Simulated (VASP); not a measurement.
Write the native input for VASP 6.6.1 that does the following.

```yaml
Task: single point
Functional: r2SCAN
Potentials_or_basis: VASP PAW PBE potentials, release 64 (Al, O)
Cutoff: 520 eV
k_mesh: 6 × 6 × 6
Occupations: gaussian, width 0.01 eV
Spin: no spin polarisation
Dipole_correction: no
Further_INCAR_settings: ALGO = Normal; EDIFF = 1e-07; NBANDS = 35
```

Al2O3:

```xyz
10
Lattice="2.4260 1.4007 4.4165 -2.4260 1.4007 4.4165 0.0000 -2.8013 4.4165" Properties=species:S:1:pos:R:3 pbc="T T T"
Al    0.0000    0.0000   11.2875
Al    0.0000    0.0000    4.6627
Al    0.0000    0.0000    1.9621
Al    0.0000    0.0000    8.5869
O     0.9395   -1.4007    5.5207
O    -1.6828   -0.1133    5.5207
O    -0.9395    1.4007    7.7290
O    -0.7433   -1.5140    7.7290
O     1.6828    0.1133    7.7290
O     0.7433    1.5140    5.5207
```

The input as run:

POSCAR

```
Al2O3
1.0
    2.4260274059      1.4006675759      4.4165487727
   -2.4260274059      1.4006675759      4.4165487727
    0.0000000000     -2.8013351517      4.4165487727
Al O
4 6
Direct
    0.8519115234      0.8519115234      0.8519115234
    0.3519115234      0.3519115234      0.3519115234
    0.1480884766      0.1480884766      0.1480884766
    0.6480884766      0.6480884766      0.6480884766
    0.4436339007      0.0563660993      0.7500000000
    0.0563660993      0.7500000000      0.4436339007
    0.5563660993      0.9436339007      0.2500000000
    0.2500000000      0.5563660993      0.9436339007
    0.9436339007      0.2500000000      0.5563660993
    0.7500000000      0.4436339007      0.0563660993
```

INCAR.step1

```
PREC = Accurate
ENCUT = 520
ISMEAR = 0
SIGMA = 0.01
LREAL = F
LASPH = T
NELM = 100
NBANDS = 35
GGA = PE
ALGO = Normal
EDIFF = 1E-4
LWAVE = T
LCHARG = F
```

INCAR.step2

```
PREC = Accurate
ENCUT = 520
EDIFF = 1E-7
ISMEAR = 0
SIGMA = 0.01
LREAL = F
LASPH = T
NELM = 100
ALGO = Normal
ISIF = 2
LWAVE = F
LCHARG = F
METAGGA = R2SCAN
LMIXTAU = T
NBANDS = 35
ISTART = 1
```

KPOINTS

```
regular mesh
0
Gamma
  6 6 6
```

Potentials or basis: VASP PAW PBE potentials, release 64 (Al, O).

Launch:

```bash
$ cat potpaw_PBE.64/Al/POTCAR potpaw_PBE.64/O/POTCAR > POTCAR
$ cp INCAR.step1 INCAR
$ mpirun -np 1 vasp_std > vasp.out
$ cp INCAR.step2 INCAR
$ mpirun -np 1 vasp_std > vasp.out
```

It gave:

```json
{
 "Pressure": "-13.9 GPa",
 "Largest force": "0.076 eV/Å",
 "Band gap on the k mesh": "6.41 eV"
}
```

Caveat: the cell stands under tension; the PAW data sets were made with another functional, which shifts forces and pressure a little.

Wall time 4.8 min on 1 thread of Intel(R) Xeon(R) Platinum 8488C (Sapphire Rapids) (shared host), peak memory 0.28 GiB.
